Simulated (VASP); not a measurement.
A run of VASP 6.6.1 is set up as follows.

INCAR

```
PREC     = Accurate       # precision mode
ENCUT    = 520            # plane-wave cutoff, eV
EDIFF    = 1E-7           # SCF threshold, eV
ISMEAR   = 0              # smearing method
SIGMA    = 0.1            # smearing width, eV
LREAL    = F              # projectors in reciprocal space
LASPH    = T              # aspherical terms in the spheres
NELM     = 60             # most SCF steps
ALGO     = Normal         # electronic algorithm
ISIF     = 2              # what is computed and relaxed
LWAVE    = F              # write WAVECAR
LCHARG   = F              # write CHGCAR
GGA      = PE             # functional
NBANDS   = 35             # bands
```

File KPOINTS:

```
Automatic mesh
0
Gamma
  6 6 2
```

Contents of POSCAR:

```
WS2
1.0
    3.1842228900      0.0000000000      0.0000000000
   -1.5921114500      2.7576179200      0.0000000000
    0.0000000000      0.0000000000     12.9782823600
W S
2 4
Direct
    0.3333333300      0.6666666700      0.2500000000
    0.6666666700      0.3333333300      0.7500000000
    0.3333333300      0.6666666700      0.6298049400
    0.6666666700      0.3333333300      0.1298049400
    0.3333333300      0.6666666700      0.8701950600
    0.6666666700      0.3333333300      0.3701950600
```

Potentials or basis: VASP PAW PBE potentials, release 64 (W_sv, S).

Command:

```bash
$ cat potpaw_PBE.64/W_sv/POTCAR potpaw_PBE.64/S/POTCAR > POTCAR
$ mpirun -np 1 vasp_std > vasp.out
```

(1) Estimate the largest force.

(2) Estimate the band gap on the k mesh.

(3) Predict the pressure.

Answers

(1) 0.210 eV/Å.

(2) 1.24 eV, indirect (least direct gap 1.74 eV).

(3) 1.7 GPa.

Caveat: spin-orbit coupling is left out, which moves the levels of the heavy elements; this functional lacks dispersion, which binds the layers, so the pressure and a relaxed spacing across them are unreliable.
